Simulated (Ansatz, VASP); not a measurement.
# Y: VASP beside Ansatz

File INCAR:

```
PREC = Accurate
ENCUT = 520
EDIFF = 1E-7
ISMEAR = 0
SIGMA = 0.15
LREAL = F
LASPH = T
NELM = 80
ALGO = Fast
ISIF = 2
LWAVE = F
LCHARG = T
GGA = PS
LELF = T
LVHAR = T
NBANDS = 18
```

KPOINTS

```
regular mesh
0
Gamma
  18 18 8
```

File POSCAR:

```
Y
1.0
    3.6514992371      0.0000000000      0.0000000000
   -1.8257496185      3.1622911012      0.0830101414
    0.0000000000      0.1508692500      5.7474000000
Y
2
Direct
    0.3333333333      0.6666666667      0.2500000000
    0.6666666667      0.3333333333      0.7500000000
```

Input for Ansatz:

```yaml
crystal:
  lattice:
    - [3.6514992371, 0.0, 0.0]
    - [-1.8257496185, 3.1622911012, 0.0830101414]
    - [0.0, 0.15086925, 5.7474]
  atoms:
    - { symbol: "Y", position: [0.3333333333, 0.6666666667, 0.25] }
    - { symbol: "Y", position: [0.6666666667, 0.3333333333, 0.75] }
basis:
  ecutwfc: 420
kpoints:
  mp_grid: { grid: [18, 18, 8] }
hamiltonian:
  xc: pbesol
scf:
  occupations: { method: gaussian, width: 0.15 }
output:
  forces: true
  stress: true
  eigenvalues: true
```

Change from the starting cell: strain +0.0525 x Voigt [0, 0, 0, 1, 0, 0], atoms carried along.

Alike in both runs: task single point; functional PBEsol; k mesh 18 × 18 × 8; occupations gaussian, width 0.15 eV; no spin polarisation.

```csv
,VASP,Ansatz
version,VASP 6.6.1,Ansatz 0.2.0
potentials or method,"VASP PAW PBE potentials, release 64 (Y_sv), cutoff 520 eV","scalar-relativistic, plane waves, PAW"
valence electrons in the cell,22,22
```

```tsv
	VASP	Ansatz	Ansatz less VASP
gap on the k mesh at the Fermi level (eV)	none	none	-
pressure (GPa)	-2.3	-2.2	+0.10
traceless stress, the component that is largest in VASP (GPa)	-1.23	-1.23	+0.001
rms of the force components (eV/Å)	0.009	0.009	0.0000
```

VASP's potentials were made for PBE, not for PBEsol. Atom by atom the forces differ by 0.000 eV/Å (rms over components). A gap of «none» marks a metal or a gap that the smearing closes.
